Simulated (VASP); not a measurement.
# ZnS (P1) in VASP: notebook, part 2 of 2

VASP 6.6.1. The steps go on from the part before.

## Step 3: Single point, r2SCAN (all S atoms moved -0.300 Å, as atom 3 along Cartesian [1 1 1])

POSCAR

```
ZnS
1.0
    3.8109987816      0.0000000000      0.0000000000
   -1.9054993908      3.3004217586      0.0000000000
    0.0000000000      0.0000000000      6.2340000000
Zn S
2 2
Direct
    0.3333333333      0.6666666667      0.0000000000
    0.6666666667      0.3333333333      0.5000000000
    0.2616447560      0.6141869858      0.3572160602
    0.5949780894      0.2808536524      0.8572160602
```

INCAR.step1

```
PREC = Accurate
ENCUT = 520
ISMEAR = 0
SIGMA = 0.05
LREAL = F
LASPH = T
NELM = 80
NBANDS = 26
GGA = PE
ALGO = Normal
EDIFF = 1E-4
LWAVE = T
LCHARG = F
```

INCAR.step2

```
PREC = Accurate
ENCUT = 520
EDIFF = 1E-7
ISMEAR = 0
SIGMA = 0.05
LREAL = F
LASPH = T
NELM = 80
ALGO = Normal
ISIF = 2
LWAVE = F
LCHARG = T
METAGGA = R2SCAN
LMIXTAU = T
LELF = T
LVHAR = T
NBANDS = 26
ISTART = 1
```

KPOINTS

```
Automatic mesh
0
Gamma
  6 6 4
```

Potentials or basis: VASP PAW PBE potentials, release 64 (Zn, S).

On the command line:

```
$ cat potpaw_PBE.64/Zn/POTCAR potpaw_PBE.64/S/POTCAR > POTCAR
$ cp INCAR.step1 INCAR
$ mpirun -np 1 vasp_std > vasp.out
$ cp INCAR.step2 INCAR
$ mpirun -np 1 vasp_std > vasp.out
```

OUTCAR:

```text
PREC = Accurate
   ENCUT = 520
   EDIFF = 1E-7
   ISMEAR = 0
   LREAL = F
   LASPH = T
   NELM = 80
   ISIF = 2
   METAGGA = R2SCAN
   ISTART = 1

 ion  position               nearest neighbor table
   1  0.333  0.667  0.000-   4 2.22   3 2.24   4 2.33   4 2.60
   2  0.667  0.333  0.500-   3 2.16   4 2.24   3 2.44   3 2.54
   3  0.262  0.614  0.357-   2 2.16   1 2.24   2 2.44   2 2.54
   4  0.595  0.281  0.857-   1 2.22   2 2.24   1 2.33   1 2.60

  LATTYP: Found a hexagonal cell.
 ALAT       =     3.8109987816
 C/A-ratio  =     1.6357916539

  Lattice vectors:

 A1 = (   3.8109987816,   0.0000000000,   0.0000000000)
 A2 = (  -1.9054993908,   3.3004217586,   0.0000000000)
 A3 = (   0.0000000000,   0.0000000000,   6.2340000000)

Analysis of symmetry for initial positions (statically):
=====================================================================
 Subroutine PRICEL returns:
 Original cell was already a primitive cell.

 Routine SETGRP: Setting up the symmetry group for a
 hexagonal supercell.

[... 167 lines left out ...]

  energy without entropy =      -37.35385796  energy(sigma->0) =      -37.35385796

 E-fermi :   2.2265     XC(G=0): -10.3036

 val. band max:        1.9984366033   @ k =   0.0000   0.0000   0.0000
 cond. band min:       4.7120223581   @ k =   0.0000   0.0000   0.0000
 fundamental gap:      2.7135857548
 Fermi energy:         2.2264932615

 k-point     1 :       0.0000    0.0000    0.0000
  band No.  band energies     occupation
      1     -11.8931      2.00000
      2     -10.8879      2.00000
      3      -4.8914      2.00000
      4      -4.7816      2.00000
      5      -4.6959      2.00000
      6      -4.5561      2.00000
[... 685 lines left out ...]
     25      10.8092      0.00000
     26      11.0561      0.00000

 [... further k-points ...]

------------------------ aborting loop because EDIFF is reached ----------------------------------------

  FORCE on cell =-STRESS in cart. coord.  units (eV):
  Direction    XX          YY          ZZ          XY          YZ          ZX
  --------------------------------------------------------------------------------------
  -------------------------------------------------------------------------------------
  Total        0.5166316      0.4382154      2.1684928      0.5847758     -1.3297932     -1.3364055
  in kB       10.5564165      8.9541260     44.3091605     11.9488181    -27.1718778    -27.3069870
  external PRESSURE =      21.2732343 kB  Pullay stress =       0.0000000 kB

 VOLUME and BASIS-vectors are now :
 -----------------------------------------------------------------------------
  energy-cutoff  :      520.00
  volume of cell :       78.41
      direct lattice vectors                 reciprocal lattice vectors
     3.810998782  0.000000000  0.000000000     0.262398405  0.151495789  0.000000000
    -1.905499391  3.300421759  0.000000000     0.000000000  0.302991579  0.000000000
     0.000000000  0.000000000  6.234000000     0.000000000  0.000000000  0.160410651

 POSITION                                       TOTAL-FORCE (eV/Angst)
 -----------------------------------------------------------------------------------
     -0.00000      2.20028      0.00000        -0.416183     -0.854872     -0.455465
      1.90550      1.10014      3.11700        -1.314466     -0.868399     -0.320560
     -0.17321      2.02708      2.22688         1.372969      0.866239      0.329679
      1.73229      0.92694      5.34388         0.357681      0.857032      0.446347
 -----------------------------------------------------------------------------------
    total drift:                               -0.003377     -0.002314     -0.038001

  FREE ENERGIE OF THE ION-ELECTRON SYSTEM (eV)
  ---------------------------------------------------
  free  energy   TOTEN  =       -37.3538579554 eV

  energy  without entropy=      -37.3538579554  energy(sigma->0) =      -37.35385796
```

OUTCAR.step1:

```text
PREC = Accurate
   ENCUT = 520
   ISMEAR = 0
   LREAL = F
[... 925 lines left out ...]
     -0.00000      2.20028      0.00000        -0.422737     -0.864020     -0.455351
      1.90550      1.10014      3.11700        -1.323702     -0.874943     -0.324218
     -0.17321      2.02708      2.22688         1.377309      0.873849      0.332877
      1.73229      0.92694      5.34388         0.369129      0.865115      0.446692
 -----------------------------------------------------------------------------------
    total drift:                               -0.002851     -0.003163     -0.002626

  FREE ENERGIE OF THE ION-ELECTRON SYSTEM (eV)
  ---------------------------------------------------
  free  energy   TOTEN  =       -13.3012364745 eV

  energy  without entropy=      -13.3012364745  energy(sigma->0) =      -13.30123647
```

Run time: 16 min. Hardware: 1 thread of AMD EPYC 7R13, shared host; peak memory 0.25 GiB.

Results:

```yaml
Free_energy: -37.3539 eV
Pressure: 2.1 GPa
Largest_force: 1.657 eV/Å
Band_gap_on_the_k_mesh: 2.71 eV, direct
```

Forces on the atoms (eV/Å):
```
Zn  -0.416 -0.855 -0.455
Zn  -1.314 -0.868 -0.321
S    1.373  0.866  0.330
S    0.358  0.857  0.446
```

Caveat: the cell differs from its parent crystal (all S atoms moved -0.300 Å, as atom 3 along Cartesian [1 1 1]); the PAW data sets were made with another functional, which shifts forces and pressure a little.

## Step 4: Single point, r2SCAN (all S atoms moved +0.225 Å, as atom 3 along Cartesian [1 1 1])

POSCAR, as its differences from that of step 3:

```diff
@@ -10,3 +10,3 @@
     0.6666666667      0.3333333333      0.5000000000
-    0.2616447560      0.6141869858      0.3572160602
-    0.5949780894      0.2808536524      0.8572160602
+    0.3870997663      0.7060264273      0.4058379549
+    0.7204330996      0.3726930940      0.9058379549
```

INCAR.step1

```
PREC = Accurate
ENCUT = 520
ISMEAR = 0
SIGMA = 0.05
LREAL = False
LASPH = True
NELM = 60
NBANDS = 26
GGA = PE
ALGO = Normal
EDIFF = 1E-4
LWAVE = True
LCHARG = False
```

INCAR.step2

```
PREC = Accurate
ENCUT = 520
EDIFF = 1E-6
ISMEAR = 0
SIGMA = 0.05
LREAL = False
LASPH = True
NELM = 60
ALGO = Normal
ISIF = 2
LWAVE = False
LCHARG = False
METAGGA = R2SCAN
LMIXTAU = True
NBANDS = 26
ISTART = 1
```

KPOINTS

```
regular mesh
0
Gamma
  6 6 4
```

On the command line:

```
$ cat potpaw_PBE.64/Zn/POTCAR potpaw_PBE.64/S/POTCAR > POTCAR
$ cp INCAR.step1 INCAR
$ mpirun -np 1 vasp_std > vasp.out
$ cp INCAR.step2 INCAR
$ mpirun -np 1 vasp_std > vasp.out
```

Wall time 15 min (1 thread of AMD EPYC 7R13, shared host); peak memory 0.25 GiB.

It converged, with:

| Item | Value |
| --- | --- |
| Free energy | -37.2631 eV |
| Pressure | 2.9 GPa |
| Largest force | 2.245 eV/Å |
| Band gap on the k mesh | 2.83 eV, direct |

Forces on the atoms (eV/Å):
```
Zn   1.642  1.173  0.953
Zn   0.700  1.165  0.890
S   -0.680 -1.166 -0.893
S   -1.662 -1.172 -0.951
```

Stress tensor (GPa, compression positive):
```
 5.20  1.12  2.19
 1.12  5.11  2.18
 2.19  2.18 -1.73
```

Levels at points of the mesh, in eV from the valence-band top:
```csv
k point,band 16,band 17,band 18,band 19,band 20,band 21
"(0.00, 0.00, 0.00)",-0.07,-0.06,0.00,2.83,3.26,6.59
"(0.50, 0.00, 0.00)",-2.42,-1.47,-1.27,3.75,4.77,5.47
"(0.00, 0.50, 0.00)",-2.35,-1.54,-1.15,3.75,4.72,5.42
"(0.50, 0.50, 0.00)",-2.27,-1.58,-1.07,3.75,4.67,5.37
"(0.00, 0.00, 0.50)",-0.81,-0.24,-0.24,3.89,3.90,6.65
"(0.50, 0.00, 0.50)",-1.86,-1.59,-1.27,3.72,4.36,4.99
"(0.00, 0.50, 0.50)",-1.89,-1.49,-1.28,3.79,4.26,5.06
"(0.50, 0.50, 0.50)",-1.91,-1.39,-1.31,3.92,4.09,5.19
```

Caveat: the cell differs from its parent crystal (all S atoms moved +0.225 Å, as atom 3 along Cartesian [1 1 1]); the PAW data sets were made with another functional, which shifts forces and pressure a little.
